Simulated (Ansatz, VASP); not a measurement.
**One calculation of PbO, two programs**

File POSCAR:

```
PbO
1.0
    3.9900000000      0.0000000000      0.0000000000
    0.0000000000      3.9900000000      0.0000000000
    0.0000000000      0.0000000000      5.0100000000
Pb O
2 2
Direct
    0.5000000000      0.0000000000      0.7600000000
    0.0000000000      0.5000000000      0.2400000000
    0.5000000000      0.5000000000      0.0000000000
    0.0000000000      0.0000000000      0.0000000000
```

File INCAR.step1:

```
ALGO     = Normal         # electronic algorithm
EDIFF    = 1E-5           # SCF threshold, eV
ENCUT    = 520            # plane-wave cutoff, eV
GGA      = PE             # functional
GGA_COMPAT= False        
ISIF     = 2              # what is computed and relaxed
ISMEAR   = -1             # smearing method
LASPH    = True           # aspherical terms in the spheres
LCHARG   = False          # write CHGCAR
LREAL    = False          # projectors in reciprocal space
LWAVE    = True           # write WAVECAR
NBANDS   = 28             # bands
NELM     = 120            # most SCF steps
PREC     = Accurate       # precision mode
SIGMA    = 0.05           # smearing width, eV
```

The input INCAR.step2:

```
AEXX     = 0.25           # exact-exchange fraction
ALGO     = Normal         # electronic algorithm
EDIFF    = 1E-6           # SCF threshold, eV
ENCUT    = 520            # plane-wave cutoff, eV
GGA      = PE             # functional
GGA_COMPAT= False        
ISIF     = 2              # what is computed and relaxed
ISMEAR   = -1             # smearing method
ISTART   = 1            
LASPH    = True           # aspherical terms in the spheres
LCHARG   = False          # write CHGCAR
LHFCALC  = True           # exact exchange
LREAL    = False          # projectors in reciprocal space
LWAVE    = False          # write WAVECAR
NBANDS   = 28             # bands
NELM     = 120            # most SCF steps
PREC     = Accurate       # precision mode
PRECFOCK = Normal       
SIGMA    = 0.05           # smearing width, eV
```

KPOINTS

```
k-points
0
Gamma
  4 4 3
```

The input input.yaml:

```yaml
crystal:
  lattice:
    - [3.99, 0.0, 0.0]
    - [0.0, 3.99, 0.0]
    - [0.0, 0.0, 5.01]
  atoms:
    - { symbol: Pb, position: [0.5, 0.0, 0.76] }
    - { symbol: Pb, position: [0.0, 0.5, 0.24] }
    - { symbol: O, position: [0.5, 0.5, 0.0] }
    - { symbol: O, position: [0.0, 0.0, 0.0] }
hamiltonian:
  xc: pbe0
  pseudopotentials: { kind: paw }
kpoints:
  mp_grid: { grid: [4, 4, 3] }
  band_path:
    path:
      - [[0.0, 0.0, 0.0], [0.0, 0.5, 0.0], [0.5, 0.5, 0.0], [0.0, 0.0, 0.0], [0.0, 0.0, 0.5], [0.0, 0.5, 0.5], [0.5, 0.5, 0.5], [0.0, 0.0, 0.5]]
      - [[0.0, 0.5, 0.0], [0.0, 0.5, 0.5]]
      - [[0.5, 0.5, 0.0], [0.5, 0.5, 0.5]]
    npoints: 4
scf:
  occupations: { method: fermi_dirac, width: 0.05 }
  n_extra_bands: 10
output:
  forces: true
  stress: true
  eigenvalues: true
  fatbands: false
```

Alike in both runs: functional PBE0; k mesh 4 × 4 × 3; occupations fermi-dirac, width 0.05 eV; no spin polarisation.

|  | VASP | Ansatz |
| --- | --- | --- |
| version | VASP 6.6.1 | Ansatz 0.2.0 |
| potentials or method | VASP PAW PBE potentials, release 64 (Pb_d, O) | Ansatz PAW |
| plane-wave cutoff (eV) | 520 | 420 |
| valence electrons in the cell | 40 | 40 |
| task | single point | band structure |

```csv
,VASP,Ansatz,Ansatz less VASP
gap on the k mesh at the Fermi level (eV),2.50,2.46,-0.042
least direct gap on the mesh (eV),3.94,3.91,-0.030
pressure (GPa),-0.9,-0.9,-0.03
"traceless stress, the component that is largest in VASP (GPa)",-0.13,-0.11,+0.017
rms of the force components (eV/Å),0.238,0.266,+0.0281
```

Atom by atom the forces differ by 0.028 eV/Å (rms over components).

Neither program's run includes spin-orbit coupling.
